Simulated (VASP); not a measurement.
# In (P6_3/mmc) in VASP: notebook

In is run at these levels: PBE; tasks: single point.

All numbers are computed with VASP 6.6.1; they aren't measurements. Logs are shortened: lines on timing, memory, paths and dates and some standing lists are left out, and cuts for length are marked.

## Step 1: The cell of the first run

It takes space group P6_3/mmc (No. 194, hexagonal). Conventional cell: a = 3.108 Å, b = 3.108 Å, c = 4.982 Å, α = 90.00°, β = 90.00°, γ = 120.00°. In (site symmetry -6m2) has 12 In at 3.07 to 3.11 Å within 4.0 Å.

## Step 2: Single point, PBE

File INCAR:

```
PREC = Accurate
ENCUT = 520
EDIFF = 1E-6
ISMEAR = -1
SIGMA = 0.08
LREAL = False
LASPH = True
NELM = 60
ALGO = Normal
ISIF = 2
LWAVE = False
LCHARG = False
GGA = PE
NBANDS = 20
```

File KPOINTS:

```
Automatic mesh
0
Gamma
  13 13 7
```

File POSCAR:

```
In
1.0
    3.1076893982      0.0000000000      0.0000000000
   -1.5538446991      2.6913379659      0.0000000000
    0.0000000000      0.0000000000      4.9822519102
In
2
Direct
    0.3333333333      0.6666666667      0.2500000000
    0.6666666667      0.3333333333      0.7500000000
```

Potentials or basis: VASP PAW PBE potentials, release 64 (In_d).

The run is started by

```
cat potpaw_PBE.64/In_d/POTCAR > POTCAR
mpirun -np 1 vasp_std > vasp.out
```

OUTCAR:

```text
PREC = Accurate
   ENCUT = 520
   EDIFF = 1E-6
   ISMEAR = -1
   LREAL = False
   LASPH = True
   NELM = 60
   ISIF = 2
   GGA = PE

 ion  position               nearest neighbor table
   1  0.333  0.667  0.250-   2 3.07   2 3.07   2 3.07   2 3.07   2 3.07   2 3.07
   2  0.667  0.333  0.750-   1 3.07   1 3.07   1 3.07   1 3.07   1 3.07   1 3.07

  LATTYP: Found a hexagonal cell.
 ALAT       =     3.1076893982
 C/A-ratio  =     1.6032013730

  Lattice vectors:

 A1 = (   3.1076893982,   0.0000000000,   0.0000000000)
 A2 = (  -1.5538446991,   2.6913379659,   0.0000000000)
 A3 = (   0.0000000000,   0.0000000000,   4.9822519102)

Analysis of symmetry for initial positions (statically):
=====================================================================
 Subroutine PRICEL returns:
 Original cell was already a primitive cell.

 Routine SETGRP: Setting up the symmetry group for a
 hexagonal supercell.

 Subroutine GETGRP returns: Found 24 space group operations
 (whereof 12 operations were pure point group operations)
 out of a pool of 24 trial point group operations.

The static configuration has the point symmetry D_3d.
 The point group associated with its full space group is D_6h.

Analysis of symmetry for dynamics (positions and initial velocities):
=====================================================================
 Subroutine PRICEL returns:
 Original cell was already a primitive cell.

 Routine SETGRP: Setting up the symmetry group for a
 hexagonal supercell.

 Subroutine GETGRP returns: Found 24 space group operations
 (whereof 12 operations were pure point group operations)
 out of a pool of 24 trial point group operations.

The dynamic configuration has the point symmetry D_3d.
 The point group associated with its full space group is D_6h.

 Subroutine INISYM returns: Found 24 space group operations
 (whereof 12 operations are pure point group operations),
 and found     1 'primitive' translations

----------------------------------------------------------------------------------------

                                     Primitive cell

  volume of cell :      41.6708

  direct lattice vectors                    reciprocal lattice vectors
     3.107689398  0.000000000  0.000000000     0.321782479  0.185781201  0.000000000
    -1.553844699  2.691337966  0.000000000     0.000000000  0.371562402  0.000000000
     0.000000000  0.000000000  4.982251910     0.000000000  0.000000000  0.200712453

  length of vectors
     3.107689398  3.107689398  4.982251910     0.371562402  0.371562402  0.200712453

  position of ions in fractional coordinates (direct lattice)
     0.333333333  0.666666667  0.250000000
     0.666666667  0.333333333  0.750000000

  ion indices of the primitive-cell ions
   primitive index   ion index
                 1           1
                 2           2

----------------------------------------------------------------------------------------

 KPOINTS: Automatic mesh

Automatic generation of k-mesh.
 Grid dimensions read from file:
 generate k-points for:   13   13    7

 Generating k-lattice:

  Cartesian coordinates                     Fractional coordinates (reciprocal lattice)
     0.024752498  0.014290862  0.000000000     0.076923077  0.000000000  0.000000000
     0.000000000  0.028581723  0.000000000     0.000000000  0.076923077  0.000000000
     0.000000000  0.000000000  0.028673208     0.000000000  0.000000000  0.142857143

  Length of vectors
     0.028581723  0.028581723  0.028673208

  Shift w.r.t. Gamma in fractional coordinates (k-lattice)
     0.000000000  0.000000000  0.000000000

 Subroutine IBZKPT returns following result:
 ===========================================

 Found     84 irreducible k-points:

 Following reciprocal coordinates:
            Coordinates               Weight
  0.000000  0.000000  0.000000      1.000000
  0.076923  0.000000  0.000000      6.000000
  0.153846  0.000000  0.000000      6.000000
  0.230769  0.000000  0.000000      6.000000
  0.307692  0.000000  0.000000      6.000000
  0.384615 -0.000000  0.000000      6.000000
[... 16 lines left out ...]
  0.076923  0.000000  0.142857     12.000000
  0.153846  0.000000  0.142857     12.000000
 [... further k-points ...]
   k-points           NKPTS =     84   k-points in BZ     NKDIM =     84   number of bands    NBANDS=     20
   number of dos      NEDOS =    301   number of ions     NIONS =      2
   total plane-waves  NPLWV =  23040
   dimension x,y,z NGX =    24 NGY =   24 NGZ =   40
   dimension x,y,z NGXF=    48 NGYF=   48 NGZF=   80
   ions per type =               2
   NGX,Y,Z   is equivalent  to a cutoff of  12.84, 12.84, 13.35 a.u.
   NGXF,Y,Z  is equivalent  to a cutoff of  25.68, 25.68, 26.69 a.u.
 SYSTEM =  unknown system
   PREC   = accura    normal or accurate (medium, high low for compatibility)
   ISTART =      0    job   : 0-new  1-cont  2-samecut
   ICHARG =      2    charge: 1-file 2-atom 10-const
   ISPIN  =      1    spin polarized calculation?
   LNONCOLLINEAR =      F non collinear calculations
   LSORBIT =      F    spin-orbit coupling
   LASPH  =      T    aspherical Exc in radial PAW
   ENCUT  =  520.0 eV  38.22 Ry    6.18 a.u.   5.78  5.78  9.26*2*pi/ulx,y,z
   NELM   =     60;   NELMIN=  2; NELMDL= -5     # of ELM steps
   EDIFF  = 0.1E-05   stopping-criterion for ELM
   LREAL  =      F    real-space projection
   EDIFFG = 0.1E-04   stopping-criterion for IOM
   NSW    =      0    number of steps for IOM
   IBRION =     -1    ionic relax: 0-MD 1-quasi-New 2-CG
   NFREE  =      0    steps in history (QN), initial steepest desc. (CG)
   ISIF   =      2    stress and relaxation
   ISYM   =      2    0-nonsym 1-usesym 2-fastsym
   POTIM  = 0.5000    time-step for ionic-motion
   TEBEG  =    0.0;   TEEND  =   0.0 temperature during run
   PSTRESS=    0.0 pullay stress
   NELECT =      26.0000    total number of electrons
   NUPDOWN=      -1.0000    fix difference up-down
   EMIN   =  10.00;   EMAX   =-10.00  energy-range for DOS
   EFERMI =   0.00;   METHOD = LEGACY
   ISMEAR =    -1;   SIGMA  =   0.08  broadening in eV -4-tet -1-fermi 0-gaus
   EFERMI_NEDOS =   21; number of points for ismear=-14 and -15
   IALGO  =     38    algorithm
   IMIX   =      4    mixing-type and parameters
     AMIX     =   0.40;   BMIX     =  1.00
     AMIX_MAG =   1.60;   BMIX_MAG =  1.00
  volume/ion in A,a.u.               =      20.84       140.60
  Fermi-wavevector in a.u.,A,eV,Ry     =   1.398907  2.643550 26.625787  1.956940
  Thomas-Fermi vector in A             =   2.522019
   LORBIT       =      0    0 simple, 1 ext, 2 COOP (PROOUT), +10 PAW based schemes
   GGA     = PE    functional components
   LHFCALC =     F    Hartree Fock is set to
   AEXX    =    0.0000 exact exchange contribution
   IVDW    =     0    specifies the selected vdW correction
   LEPSILON=     F    determine dielectric tensor
   LRPA    =     F    only Hartree local field effects (RPA)
 non-spin polarized calculation
  energy-cutoff  :      520.00
  volume of cell :       41.67
 maximum number of plane-waves:      1136
 NGX is ok and might be reduce to    24

 number of electron      26.0000016 magnetization

 Free energy of the ion-electron system (eV)
  ---------------------------------------------------
  ext. energy  EPLUGINS =         0.00000000
  ---------------------------------------------------
  free energy    TOTEN  =        -4.45847255 eV

  energy without entropy =       -4.43976245  energy(sigma->0) =       -4.44911750

 E-fermi :  10.5715     XC(G=0): -11.3855

 val. band max:       10.5463695558   @ k =   0.3077   0.3077   0.4286
 cond. band min:      10.5869817062   @ k =   0.3846   0.0769   0.0000
 fundamental gap:      0.0406121504
 Fermi energy:        10.5715264960

 k-point     1 :       0.0000    0.0000    0.0000
  band No.  band energies     occupation
      1      -4.7536      2.00000
      2      -4.5318      2.00000
      3      -4.5063      2.00000
      4      -4.5063      2.00000
      5      -4.4448      2.00000
      6      -4.4448      2.00000
[... 12 lines left out ...]
     19      22.8104      0.00000
     20      23.3913      0.00000

 k-point     2 :       0.0769    0.0000    0.0000
  band No.  band energies     occupation
      1      -4.7361      2.00000
      2      -4.5600      2.00000
      3      -4.4776      2.00000
      4      -4.4721      2.00000
      5      -4.4449      2.00000
      6      -4.4181      2.00000
[... 12 lines left out ...]
     19      23.5598      0.00000
     20      23.5734      0.00000

 k-point     3 :       0.1538    0.0000    0.0000
  band No.  band energies     occupation
      1      -4.7208      2.00000
      2      -4.5748      2.00000
      3      -4.4621      2.00000
      4      -4.4375      2.00000
      5      -4.4168      2.00000
      6      -4.3972      2.00000
[... 12 lines left out ...]
     19      23.7467      0.00000
     20      23.9673      0.00000

 k-point     4 :       0.2308    0.0000    0.0000
  band No.  band energies     occupation
      1      -4.7675      2.00000
      2      -4.5544      2.00000
      3      -4.5212      2.00000
      4      -4.4619      2.00000
      5      -4.4528      2.00000
      6      -4.2982      2.00000
[... 12 lines left out ...]
     19      22.7857      0.00000
     20      23.0371      0.00000

 k-point     5 :       0.3077    0.0000    0.0000
  band No.  band energies     occupation
      1      -4.8369      2.00000
      2      -4.6203      2.00000
      3      -4.5777      2.00000
      4      -4.5063      2.00000
      5      -4.3917      2.00000
      6      -4.2476      2.00000
[... 12 lines left out ...]
     19      21.7515      0.00000
     20      22.1989      0.00000
[... 353 lines left out ...]
      6      -4.3447      2.00000
[... 12 lines left out ...]
     19      16.5619      0.00000
     20      27.5742      0.00000

 k-point    22 :       0.0000    0.0000    0.1429
  band No.  band energies     occupation
      1      -4.7389      2.00000
      2      -4.5368      2.00000
      3      -4.5275      2.00000
      4      -4.5275      2.00000
      5      -4.4581      2.00000
      6      -4.4581      2.00000
[... 12 lines left out ...]
     19      22.3270      0.00000
     20      22.6869      0.00000

 k-point    23 :       0.0769    0.0000    0.1429
  band No.  band energies     occupation
      1      -4.7227      2.00000
      2      -4.5593      2.00000
      3      -4.5076      2.00000
      4      -4.5038      2.00000
      5      -4.4594      2.00000
      6      -4.4315      2.00000
[... 12 lines left out ...]
     19      22.9776      0.00000
     20      23.0014      0.00000

 k-point    24 :       0.1538    0.0000    0.1429
  band No.  band energies     occupation
      1      -4.7120      2.00000
      2      -4.5679      2.00000
      3      -4.5033      2.00000
      4      -4.4646      2.00000
      5      -4.4552      2.00000
      6      -4.3573      2.00000
[... 12 lines left out ...]
     19      22.8813      0.00000
     20      23.0306      0.00000

 [... further k-points ...]
[... 5 lines left out ...]
  --------------------------------------------------------------------------------------
  -------------------------------------------------------------------------------------
  Total        5.2969328      5.2969328      5.2792249      0.0000000      0.0000000      0.0000000
  in kB      203.6589580    203.6589579    202.9781168      0.0000000      0.0000000      0.0000000
  external PRESSURE =     203.4320109 kB  Pullay stress =       0.0000000 kB

 VOLUME and BASIS-vectors are now :
 -----------------------------------------------------------------------------
  energy-cutoff  :      520.00
  volume of cell :       41.67
      direct lattice vectors                 reciprocal lattice vectors
     3.107689398  0.000000000  0.000000000     0.321782479  0.185781201  0.000000000
    -1.553844699  2.691337966  0.000000000     0.000000000  0.371562402  0.000000000
     0.000000000  0.000000000  4.982251910     0.000000000  0.000000000  0.200712453

 POSITION                                       TOTAL-FORCE (eV/Angst)
 -----------------------------------------------------------------------------------
     -0.00000      1.79423      1.24556        -0.000000     -0.000000      0.000000
      1.55384      0.89711      3.73669         0.000000      0.000000      0.000000
 -----------------------------------------------------------------------------------
    total drift:                               -0.000000      0.000000      0.000000

  FREE ENERGIE OF THE ION-ELECTRON SYSTEM (eV)
  ---------------------------------------------------
  free  energy   TOTEN  =        -4.4584725462 eV

  energy  without entropy=       -4.4397624549  energy(sigma->0) =       -4.44911750
```

It took 57 s on 1 thread of Intel Xeon 8259CL, shared host; peak memory 0.19 GiB.

What came out:

```yaml
Free_energy: -4.4585 eV
Pressure: 20.3 GPa
Band_gap_on_the_k_mesh: zero (band 13 reaches 14.05 eV, above the bottom of band 14 at 7.85 eV)
```

Levels at points of the mesh, in eV from the Fermi level:
```tsv
k point	band 10	band 11	band 12	band 13	band 14	band 15	band 16	band 17
(0.00, 0.00, 0.00)	-14.57	-11.44	-4.53	-4.30	9.63	9.63	11.07	11.79
```

Caveat: spin-orbit coupling is left out, which moves the levels of the heavy elements.

## Step 3: Single point, PBE

File INCAR:

```
SYSTEM = In
ALGO = Normal ; EDIFF = 1E-7
ENCUT = 520 ; GGA = PE
ISIF = 2 ; ISMEAR = -1
LASPH = .TRUE. ; LCHARG = .TRUE.
LELF = .TRUE. ; LREAL = .FALSE.
LVHAR = .TRUE. ; LWAVE = .FALSE.
NBANDS = 20 ; NELM = 60
PREC = Accurate ; SIGMA = 0.08
```

File KPOINTS:

```
k-points
0
G
  13 13 7
  0 0 0
```

POSCAR is that of step 2.

Potentials or basis: VASP PAW PBE potentials, release 64 (In_d).

The run is started by

```
cat potpaw_PBE.64/In_d/POTCAR > POTCAR
mpirun -np 1 vasp_std > vasp.out
```

It took 56 s on 1 thread of Intel Xeon 8259CL, shared host; peak memory 0.19 GiB.

The run converged. Its results:

```
Free energy            : -4.4585 eV
Pressure               : 20.3 GPa
Band gap on the k mesh : zero (band 13 reaches 14.05 eV, above the bottom of band 14 at 7.85 eV)
```

Levels at points of the mesh, in eV from the Fermi level:
```tsv
k point	band 11	band 12	band 13	band 14	band 15	band 16
(0.00, 0.00, 0.00)	-11.44	-4.53	-4.30	9.63	9.63	11.07
```

Caveat: spin-orbit coupling is left out, which moves the levels of the heavy elements.

## Step 4: Single point, PBE

This run uses another cell than the first one, of 23.61 Å³/atom, 1.133 times its volume.

File INCAR:

```
SYSTEM = In
PREC = Accurate ; ENCUT = 520
EDIFF = 1E-6 ; ISMEAR = -1
SIGMA = 0.08 ; LREAL = .False.
LASPH = .True. ; NELM = 80
ALGO = Normal ; ISIF = 2
LWAVE = .False. ; LCHARG = .False.
GGA = PE ; NBANDS = 20
```

File KPOINTS:

```
regular mesh
0
Gamma
  13 13 7
  0 0 0
```

File POSCAR:

```
In
1.0
    3.2492491273      0.0000000000      0.0000000000
   -1.6246245636      2.8139322875      0.0000000000
    0.0000000000      0.0000000000      5.1652641389
In
2
Direct
    0.3333333333      0.6666666667      0.2500000000
    0.6666666667      0.3333333333      0.7500000000
```

The run is started by

```
cat potpaw_PBE.64/In_d/POTCAR > POTCAR
mpirun -np 1 vasp_std > vasp.out
```

Wall time 62 s (1 thread of Intel Xeon 8259CL, shared host); peak memory 0.2 GiB.

The run converged. Its results:

```yaml
Free_energy: -4.9342 eV
Pressure: 8.2 GPa
Band_gap_on_the_k_mesh: zero (band 13 reaches 12.03 eV, above the bottom of band 14 at 6.39 eV)
```

Levels at points of the mesh, in eV from the Fermi level:
```csv
k point,band 10,band 11,band 12,band 13,band 14,band 15,band 16,band 17
"(0.00, 0.00, 0.00)",-14.43,-10.36,-4.12,-3.81,8.63,8.63,10.67,10.67
```

Caveat: spin-orbit coupling is left out, which moves the levels of the heavy elements.
